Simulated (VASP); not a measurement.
Set up this calculation in VASP 6.6.1, as the native input.

```
Task                   : electric field gradients
Functional             : LDA
Potentials or basis    : VASP PAW LDA potentials, release 64 (Sn_d, O)
Cutoff                 : 520 eV
k mesh                 : 7 × 7 × 9
Occupations            : fermi-dirac, width 0.02 eV
Spin                   : no spin polarisation
Dipole correction      : no
Further INCAR settings : ALGO = Normal; EDIFF = 1e-08; NBANDS = 35
```

The structure of SnO2 lies in POSCAR:

```
SnO2
1.0
    4.7380000000      0.0000000000      0.0000000000
    0.0000000000      4.7380000000      0.0000000000
    0.0000000000      0.0000000000      3.1865000000
Sn O
2 4
Direct
    0.0000000000      0.0000000000      0.0000000000
    0.5000000000      0.5000000000      0.5000000000
    0.3053957314      0.3053957314      0.0000000000
    0.1946042686      0.8053957314      0.5000000000
    0.6946042686      0.6946042686      0.0000000000
    0.8053957314      0.1946042686      0.5000000000
```

One way to write it, as run:

INCAR

```
SYSTEM = SnO2
PREC = Accurate
ENCUT = 520
EDIFF = 1E-8
ISMEAR = -1
SIGMA = 0.02
LREAL = .False.
LASPH = .True.
NELM = 80
ALGO = Normal
ISIF = 2
LWAVE = .False.
LCHARG = .False.
GGA = CA
LEFG = .True.
NBANDS = 35
```

KPOINTS

```
Automatic mesh
0
Gamma
  7 7 9
  0 0 0
```

Potentials or basis: VASP PAW LDA potentials, release 64 (Sn_d, O).

Run with:

```console
$ cat potpaw_LDA.64/Sn_d/POTCAR potpaw_LDA.64/O/POTCAR > POTCAR
$ mpirun -np 1 vasp_std > vasp.out
```

Results of the run:

The pressure is -0.1 GPa. The largest force is 0.083 eV/Å and the band gap on the k mesh is 1.13 eV. The largest electric field gradient by atom is Sn +58.0; O -105.5 V/Å².

Caveat: without QUAD_EFG the Cq values of the log hold for a quadrupole moment of 1 mb, not for the nuclei; spin-orbit coupling is left out, which moves the levels of the heavy elements.

It took 50 s on 1 thread of Intel(R) Xeon(R) 6975P-C (Granite Rapids), on a shared host, peak memory 0.21 GiB.
